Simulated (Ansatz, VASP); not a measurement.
**ScB: VASP beside Ansatz**

```
CELL_PARAMETERS angstrom
0.00000 2.69063 2.69063
2.69063 0.00000 2.69063
2.69063 2.69063 0.00000
ATOMIC_POSITIONS crystal
Sc 0.00000 0.00000 0.00000
B 0.75000 0.75000 0.75000
```

Alike in both runs: functional r2SCAN; k mesh 6 × 6 × 6; occupations gaussian, width 0.1 eV; no spin polarisation.

Ansatz relaxed the structure, and its values are those at the end. VASP's run is a single point on that final structure, the one shown.

|  | VASP | Ansatz |
| --- | --- | --- |
| version | VASP 6.6.1 | Ansatz 0.2.0 |
| potentials or method | VASP PAW PBE potentials, release 64 (Sc_sv, B), cutoff 520 eV | scalar-relativistic, plane waves, PAW |
| valence electrons in the cell | 14 | 14 |

|  | VASP | Ansatz | Ansatz less VASP |
| --- | --- | --- | --- |
| gap on the k mesh at the Fermi level (eV) | none | none | - |
| pressure (GPa) | 0.3 | 0.1 | -0.25 |

VASP's potentials were made for PBE, not for r2SCAN. A gap of «none» marks a metal or a gap that the smearing closes.
